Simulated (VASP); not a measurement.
# ZnCd5Te6 in VASP: notebook

The runs below take ZnCd5Te6 through single point, with PBE.

Everything below comes from runs of VASP 6.6.1. Logs are shortened: lines on timing, memory, paths and dates and some standing lists are left out, and cuts for length are marked.

### 1 The cell of the first run

The structure is tetragonal, space group P-4m2 (No. 115). The conventional cell has a = 4.622 Å, b = 4.622 Å, c = 19.690 Å, α = 90.00°, β = 90.00°, γ = 90.00°. Zn (site symmetry -4m2) has 4 Te at 2.72 Å within 3.6 Å. Within 3.8 Å of Cd (site symmetry 2mm) lie 4 Te at 2.86 Å. Within 3.8 Å of Cd (site symmetry 2mm) lie 4 Te at 2.86 Å. Within 3.8 Å of Cd (site symmetry -4m2) lie 4 Te at 2.86 Å. Within 3.6 Å of Te (site symmetry 2mm) lie 2 Zn at 2.72 Å and 2 Cd at 2.86 Å. Te (site symmetry 2mm) has 4 Cd at 2.86 Å within 3.8 Å. Te (site symmetry 2mm) has 4 Cd at 2.86 Å within 3.8 Å.

### 2 Single point, PBE

Input file INCAR:

```
ALGO = Normal
EDIFF = 1E-6
ENCUT = 520
GGA = PE
ISIF = 2
ISMEAR = 0
LASPH = T
LCHARG = T
LELF = T
LREAL = F
LVHAR = T
LWAVE = F
NBANDS = 66
NELM = 60
PREC = Accurate
SIGMA = 0.1
```

Input file KPOINTS:

```
k-points
0
Gamma
  4 4 1
```

Input file POSCAR:

```
ZnCd5Te6
1.0
    4.6222153000      0.0000000000      0.0000000000
    0.0000000000      4.6222153000      0.0000000000
    0.0000000000      0.0000000000     19.6900512000
Zn Cd Te
1 5 6
Direct
    0.5000000000      0.5000000000      0.0000000000
    0.0000000000      0.0000000000      0.8412540000
    0.0000000000      0.0000000000      0.1587460000
    0.5000000000      0.5000000000      0.3293760000
    0.0000000000      0.0000000000      0.5000000000
    0.5000000000      0.5000000000      0.6706240000
    0.5000000000      0.0000000000      0.0730490000
    0.0000000000      0.5000000000      0.2440500000
    0.5000000000      0.0000000000      0.4146900000
    0.0000000000      0.5000000000      0.5853100000
    0.5000000000      0.0000000000      0.7559500000
    0.0000000000      0.5000000000      0.9269510000
```

Potentials or basis: VASP PAW PBE potentials, release 64 (Zn, Cd, Te).

The run is started by

```console
> cat potpaw_PBE.64/Zn/POTCAR potpaw_PBE.64/Cd/POTCAR potpaw_PBE.64/Te/POTCAR > POTCAR
> mpirun -np 1 vasp_std > vasp.out
```

OUTCAR:

```text
EDIFF = 1E-6
   ENCUT = 520
   GGA = PE
   ISIF = 2
   ISMEAR = 0
   LASPH = T
   LREAL = F
   NELM = 60
   PREC = Accurate

 ion  position               nearest neighbor table
   1  0.500  0.500  0.000-   7 2.72  12 2.72   7 2.72  12 2.72
   2  0.000  0.000  0.841-  11 2.86  11 2.86  12 2.86  12 2.86
   3  0.000  0.000  0.159-   8 2.86   8 2.86   7 2.86   7 2.86
   4  0.500  0.500  0.329-   9 2.86   9 2.86   8 2.86   8 2.86
   5  0.000  0.000  0.500-   9 2.86  10 2.86  10 2.86   9 2.86
   6  0.500  0.500  0.671-  10 2.86  10 2.86  11 2.86  11 2.86
   7  0.500  0.000  0.073-   1 2.72   1 2.72   3 2.86   3 2.86
   8  0.000  0.500  0.244-   3 2.86   3 2.86   4 2.86   4 2.86
   9  0.500  0.000  0.415-   5 2.86   5 2.86   4 2.86   4 2.86
  10  0.000  0.500  0.585-   5 2.86   5 2.86   6 2.86   6 2.86
  11  0.500  0.000  0.756-   2 2.86   2 2.86   6 2.86   6 2.86
  12  0.000  0.500  0.927-   1 2.72   1 2.72   2 2.86   2 2.86

  LATTYP: Found a simple tetragonal cell.
 ALAT       =     4.6222153000
 C/A-ratio  =     4.2598732257

  Lattice vectors:

 A1 = (   4.6222153000,   0.0000000000,   0.0000000000)
 A2 = (   0.0000000000,   4.6222153000,   0.0000000000)
 A3 = (   0.0000000000,   0.0000000000,  19.6900512000)

Analysis of symmetry for initial positions (statically):
=====================================================================
 Subroutine PRICEL returns:
 Original cell was already a primitive cell.

 Routine SETGRP: Setting up the symmetry group for a
 simple tetragonal supercell.

 Subroutine GETGRP returns: Found  8 space group operations
 (whereof  8 operations were pure point group operations)
 out of a pool of 16 trial point group operations.

The static configuration has the point symmetry D_2d.

Analysis of symmetry for dynamics (positions and initial velocities):
=====================================================================
 Subroutine PRICEL returns:
 Original cell was already a primitive cell.

 Routine SETGRP: Setting up the symmetry group for a
 simple tetragonal supercell.

 Subroutine GETGRP returns: Found  8 space group operations
 (whereof  8 operations were pure point group operations)
 out of a pool of 16 trial point group operations.

The dynamic configuration has the point symmetry D_2d.

 Subroutine INISYM returns: Found  8 space group operations
 (whereof  8 operations are pure point group operations),
 and found     1 'primitive' translations

----------------------------------------------------------------------------------------

                                     Primitive cell

  volume of cell :     420.6755

  direct lattice vectors                    reciprocal lattice vectors
     4.622215300  0.000000000  0.000000000     0.216346478  0.000000000  0.000000000
     0.000000000  4.622215300  0.000000000     0.000000000  0.216346478  0.000000000
     0.000000000  0.000000000 19.690051200     0.000000000  0.000000000  0.050787070

  length of vectors
     4.622215300  4.622215300 19.690051200     0.216346478  0.216346478  0.050787070

  position of ions in fractional coordinates (direct lattice)
     0.500000000  0.500000000  0.000000000
     0.000000000  0.000000000  0.841254000
     0.000000000  0.000000000  0.158746000
     0.500000000  0.500000000  0.329376000
     0.000000000  0.000000000  0.500000000
     0.500000000  0.500000000  0.670624000
     0.500000000  0.000000000  0.073049000
     0.000000000  0.500000000  0.244050000
     0.500000000  0.000000000  0.414690000
     0.000000000  0.500000000  0.585310000
     0.500000000  0.000000000  0.755950000
     0.000000000  0.500000000  0.926951000

  ion indices of the primitive-cell ions
   primitive index   ion index
                 1           1
                 2           2
                 3           3
                 4           4
                 5           5
                 6           6
                 7           7
                 8           8
                 9           9
                10          10
                11          11
                12          12

----------------------------------------------------------------------------------------

 KPOINTS: k-points

Automatic generation of k-mesh.
 Grid dimensions read from file:
 generate k-points for:    4    4    1

 Generating k-lattice:

  Cartesian coordinates                     Fractional coordinates (reciprocal lattice)
     0.054086619  0.000000000  0.000000000     0.250000000  0.000000000  0.000000000
     0.000000000  0.054086619  0.000000000     0.000000000  0.250000000  0.000000000
     0.000000000  0.000000000  0.050787070     0.000000000  0.000000000  1.000000000

  Length of vectors
     0.054086619  0.054086619  0.050787070

  Shift w.r.t. Gamma in fractional coordinates (k-lattice)
     0.000000000  0.000000000  0.000000000

 Subroutine IBZKPT returns following result:
 ===========================================

 Found      6 irreducible k-points:

 Following reciprocal coordinates:
            Coordinates               Weight
  0.000000  0.000000  0.000000      1.000000
  0.250000  0.000000  0.000000      4.000000
  0.500000  0.000000  0.000000      2.000000
  0.250000  0.250000  0.000000      4.000000
  0.500000  0.250000  0.000000      4.000000
  0.500000  0.500000  0.000000      1.000000
   k-points           NKPTS =      6   k-points in BZ     NKDIM =      6   number of bands    NBANDS=     66
   number of dos      NEDOS =    301   number of ions     NIONS =     12
   total plane-waves  NPLWV = 194400
   dimension x,y,z NGX =    36 NGY =   36 NGZ =  150
   dimension x,y,z NGXF=    72 NGYF=   72 NGZF=  300
   ions per type =               1   5   6
   NGX,Y,Z   is equivalent  to a cutoff of  12.95, 12.95, 12.66 a.u.
   NGXF,Y,Z  is equivalent  to a cutoff of  25.90, 25.90, 25.33 a.u.
 SYSTEM =  unknown system
   PREC   = accura    normal or accurate (medium, high low for compatibility)
   ISTART =      0    job   : 0-new  1-cont  2-samecut
   ICHARG =      2    charge: 1-file 2-atom 10-const
   ISPIN  =      1    spin polarized calculation?
   LNONCOLLINEAR =      F non collinear calculations
   LSORBIT =      F    spin-orbit coupling
   LASPH  =      T    aspherical Exc in radial PAW
   ENCUT  =  520.0 eV  38.22 Ry    6.18 a.u.   8.59  8.59 36.61*2*pi/ulx,y,z
   NELM   =     60;   NELMIN=  2; NELMDL= -5     # of ELM steps
   EDIFF  = 0.1E-05   stopping-criterion for ELM
   LREAL  =      F    real-space projection
   EDIFFG = 0.1E-04   stopping-criterion for IOM
   NSW    =      0    number of steps for IOM
   IBRION =     -1    ionic relax: 0-MD 1-quasi-New 2-CG
   NFREE  =      0    steps in history (QN), initial steepest desc. (CG)
   ISIF   =      2    stress and relaxation
   ISYM   =      2    0-nonsym 1-usesym 2-fastsym
   POTIM  = 0.5000    time-step for ionic-motion
   TEBEG  =    0.0;   TEEND  =   0.0 temperature during run
   PSTRESS=    0.0 pullay stress
   NELECT =     108.0000    total number of electrons
   NUPDOWN=      -1.0000    fix difference up-down
   EMIN   =  10.00;   EMAX   =-10.00  energy-range for DOS
   EFERMI =   0.00;   METHOD = LEGACY
   ISMEAR =     0;   SIGMA  =   0.10  broadening in eV -4-tet -1-fermi 0-gaus
   EFERMI_NEDOS =   21; number of points for ismear=-14 and -15
   IALGO  =     38    algorithm
   IMIX   =      4    mixing-type and parameters
     AMIX     =   0.40;   BMIX     =  1.00
     AMIX_MAG =   1.60;   BMIX_MAG =  1.00
  volume/ion in A,a.u.               =      35.06       236.57
  Fermi-wavevector in a.u.,A,eV,Ry     =   1.040480  1.966222 14.729645  1.082598
  Thomas-Fermi vector in A             =   2.175057
   LORBIT       =      0    0 simple, 1 ext, 2 COOP (PROOUT), +10 PAW based schemes
   GGA     = PE    functional components
   LHFCALC =     F    Hartree Fock is set to
   AEXX    =    0.0000 exact exchange contribution
   IVDW    =     0    specifies the selected vdW correction
   LEPSILON=     F    determine dielectric tensor
   LRPA    =     F    only Hartree local field effects (RPA)
 non-spin polarized calculation
 Gauss-broadening in eV      SIGMA  =   0.10
  energy-cutoff  :      520.00
  volume of cell :      420.68
 maximum number of plane-waves:     11354
 NGX is ok and might be reduce to    36
   NGX = 17   NGY = 17   NGZ = 73

 number of electron     107.9999949 magnetization

 Free energy of the ion-electron system (eV)
  ---------------------------------------------------
  ext. energy  EPLUGINS =         0.00000000
  ---------------------------------------------------
  free energy    TOTEN  =       -29.04180101 eV

  energy without entropy =      -29.04180006  energy(sigma->0) =      -29.04180053

 E-fermi :   2.2914     XC(G=0):  -8.3817

 val. band max:        1.9815646163   @ k =   0.0000   0.0000   0.0000
 cond. band min:       2.5901290708   @ k =   0.0000   0.0000   0.0000
 fundamental gap:      0.6085644545
 Fermi energy:         2.2913897270

 k-point     1 :       0.0000    0.0000    0.0000
  band No.  band energies     occupation
      1      -9.0373      2.00000
      2      -8.8501      2.00000
      3      -8.7878      2.00000
      4      -8.5939      2.00000
      5      -8.5370      2.00000
      6      -8.4039      2.00000
[... 58 lines left out ...]
     65       5.7852      0.00000
     66       6.5820      0.00000

 k-point     2 :       0.2500    0.0000    0.0000
  band No.  band energies     occupation
      1      -8.8764      2.00000
      2      -8.7400      2.00000
      3      -8.6945      2.00000
      4      -8.5615      2.00000
      5      -8.5191      2.00000
      6      -8.4197      2.00000
[... 58 lines left out ...]
     65       6.8879      0.00000
     66       6.9170      0.00000

 k-point     3 :       0.5000    0.0000    0.0000
  band No.  band energies     occupation
      1      -8.6142      2.00000
      2      -8.5665      2.00000
      3      -8.5661      2.00000
      4      -8.5651      2.00000
      5      -8.5651      2.00000
      6      -8.5251      2.00000
[... 58 lines left out ...]
     65       7.1690      0.00000
     66       7.1914      0.00000

 k-point     4 :       0.2500    0.2500    0.0000
  band No.  band energies     occupation
      1      -8.7362      2.00000
      2      -8.6458      2.00000
      3      -8.6140      2.00000
      4      -8.5226      2.00000
      5      -8.4916      2.00000
      6      -8.4099      2.00000
[... 58 lines left out ...]
     65       6.9973      0.00000
     66       7.0019      0.00000

 k-point     5 :       0.5000    0.2500    0.0000
  band No.  band energies     occupation
      1      -8.5142      2.00000
      2      -8.5108      2.00000
      3      -8.5107      2.00000
      4      -8.5101      2.00000
      5      -8.5101      2.00000
      6      -8.4660      2.00000
[... 58 lines left out ...]
     65       6.6495      0.00000
     66       6.6583      0.00000

 k-point     6 :       0.5000    0.5000    0.0000
  band No.  band energies     occupation
      1      -8.4562      2.00000
      2      -8.4562      2.00000
      3      -8.4554      2.00000
      4      -8.4554      2.00000
      5      -8.4073      2.00000
      6      -8.4073      2.00000
[... 58 lines left out ...]
     65       5.8301      0.00000
     66       5.8301      0.00000

------------------------ aborting loop because EDIFF is reached ----------------------------------------

  FORCE on cell =-STRESS in cart. coord.  units (eV):
  Direction    XX          YY          ZZ          XY          YZ          ZX
  --------------------------------------------------------------------------------------
  -------------------------------------------------------------------------------------
  Total        0.5715207      0.5715207      0.0657723      0.0000000      0.0000000      0.0000000
  in kB        2.1766840      2.1766840      0.2504992      0.0000000      0.0000000      0.0000000
  external PRESSURE =       1.5346224 kB  Pullay stress =       0.0000000 kB

 VOLUME and BASIS-vectors are now :
 -----------------------------------------------------------------------------
  energy-cutoff  :      520.00
  volume of cell :      420.68
      direct lattice vectors                 reciprocal lattice vectors
     4.622215300  0.000000000  0.000000000     0.216346478  0.000000000  0.000000000
     0.000000000  4.622215300  0.000000000     0.000000000  0.216346478  0.000000000
     0.000000000  0.000000000 19.690051200     0.000000000  0.000000000  0.050787070

 POSITION                                       TOTAL-FORCE (eV/Angst)
 -----------------------------------------------------------------------------------
      2.31111      2.31111      0.00000        -0.000000     -0.000000      0.000000
      0.00000      0.00000     16.56433        -0.000000      0.000000     -0.000957
      0.00000      0.00000      3.12572        -0.000000      0.000000      0.000957
      2.31111      2.31111      6.48543        -0.000000      0.000000      0.000305
      0.00000      0.00000      9.84503         0.000000      0.000000      0.000000
      2.31111      2.31111     13.20462        -0.000000     -0.000000     -0.000305
      2.31111      0.00000      1.43834        -0.000000      0.000000     -0.017657
      0.00000      2.31111      4.80536        -0.000000      0.000000     -0.001155
      2.31111      0.00000      8.16527         0.000000      0.000000     -0.001372
      0.00000      2.31111     11.52478        -0.000000      0.000000      0.001372
      2.31111      0.00000     14.88469         0.000000      0.000000      0.001155
      0.00000      2.31111     18.25171        -0.000000      0.000000      0.017657
 -----------------------------------------------------------------------------------
    total drift:                                0.000000      0.000000      0.000000

  FREE ENERGIE OF THE ION-ELECTRON SYSTEM (eV)
  ---------------------------------------------------
  free  energy   TOTEN  =       -29.0418010108 eV

  energy  without entropy=      -29.0418000553  energy(sigma->0) =      -29.04180053
```

It took 7.9 min on 1 thread of Intel Xeon 8259CL, shared host; peak memory 0.54 GiB.

Results:

* Free energy: -29.0418 eV
* Pressure: 0.2 GPa
* Largest force: 0.018 eV/Å
* Band gap on the k mesh: 0.61 eV

Forces on the atoms (eV/Å):
```
Zn   0.000  0.000  0.000
Cd   0.000  0.000 -0.001
Cd   0.000  0.000  0.001
Cd   0.000  0.000  0.000
Cd   0.000  0.000  0.000
Cd   0.000  0.000  0.000
Te   0.000  0.000 -0.018
Te   0.000  0.000 -0.001
Te   0.000  0.000 -0.001
Te   0.000  0.000  0.001
Te   0.000  0.000  0.001
Te   0.000  0.000  0.018
```

Caveat: semilocal functionals underestimate gaps, and a narrow one can read as zero; spin-orbit coupling is left out, which moves the levels of the heavy elements.

### 3 Single point, PBE

Input file INCAR:

```
SYSTEM = ZnCd5Te6
PREC = Accurate
ENCUT = 520
EDIFF = 1E-6
ISMEAR = 0
SIGMA = 0.1
LREAL = .False.
LASPH = .True.
NELM = 80
ALGO = Normal
ISIF = 2
LWAVE = .False.
LCHARG = .True.
GGA = PE
LELF = .True.
LVHAR = .True.
NBANDS = 66
```

Input file KPOINTS:

```
regular mesh
0
Gamma
  4 4 1
  0 0 0
```

Input file POSCAR:

```
ZnCd5Te6
1.0
    4.6335749921     -0.0011056865     -0.0011916955
   -0.0011083230      4.6353045574      0.0016575276
   -0.0051467059      0.0068337178     19.6020728290
Zn Cd Te
1 5 6
Direct
    0.4982400990      0.5012308602      0.0000094732
    0.0009975418      0.0025768935      0.8414652601
   -0.0041175429      0.0014201550      0.1586414294
    0.5006101848      0.4993038320      0.3292283165
    0.0010074352      0.0002700959      0.4999488079
    0.5029929959      0.4959139640      0.6706941235
    0.4967777632      0.0005828533      0.0728979924
    0.0002926468      0.5007077542      0.2439766699
    0.5006344966     -0.0008189763      0.4146886081
    0.0025847290      0.4997720671      0.5853900217
    0.5012596862     -0.0029881695      0.7560595354
   -0.0012800355      0.5020286707      0.9269997619
```

Potentials or basis: VASP PAW PBE potentials, release 64 (Zn, Cd, Te).

The run is started by

```console
> cat potpaw_PBE.64/Zn/POTCAR potpaw_PBE.64/Cd/POTCAR potpaw_PBE.64/Te/POTCAR > POTCAR
> mpirun -np 1 vasp_std > vasp.out
```

Wall time 11 min (1 thread of Intel Xeon 8259CL, shared host); peak memory 0.59 GiB.

Results (log left out):

| Item | Value |
| --- | --- |
| Free energy | -29.0433 eV |
| Pressure | 0.1 GPa |
| Largest force | 0.025 eV/Å |
| Band gap on the k mesh | 0.61 eV |

Forces on the atoms (eV/Å):
```
Zn   0.004 -0.008 -0.004
Cd   0.004 -0.003 -0.015
Cd   0.014 -0.006  0.002
Cd   0.003  0.000  0.015
Cd  -0.003 -0.001  0.012
Cd  -0.002  0.014  0.004
Te  -0.001  0.010 -0.009
Te  -0.007  0.004 -0.009
Te   0.004  0.002 -0.014
Te  -0.005 -0.003 -0.008
Te  -0.008 -0.001  0.003
Te  -0.002 -0.007  0.023
```

Levels at points of the mesh, in eV from the valence-band top:
| k point | band 50 | band 51 | band 52 | band 53 | band 54 | band 55 | band 56 | band 57 | band 58 | band 59 |
| --- | --- | --- | --- | --- | --- | --- | --- | --- | --- | --- |
| (0.00, 0.00, 0.00) | -0.51 | -0.51 | -0.03 | 0.00 | 0.00 | 0.61 | 2.07 | 2.31 | 2.50 | 2.67 |
| (0.50, 0.00, 0.00) | -0.73 | -0.67 | -0.67 | -0.66 | -0.66 | 1.89 | 2.10 | 2.12 | 2.14 | 2.90 |
| (0.00, 0.50, 0.00) | -0.73 | -0.68 | -0.67 | -0.66 | -0.66 | 1.89 | 2.10 | 2.12 | 2.13 | 2.91 |
| (0.50, 0.50, 0.00) | -1.92 | -1.73 | -1.72 | -1.71 | -1.67 | 2.54 | 2.67 | 2.70 | 2.70 | 3.49 |

Caveat: semilocal functionals underestimate gaps, and a narrow one can read as zero; spin-orbit coupling is left out, which moves the levels of the heavy elements.
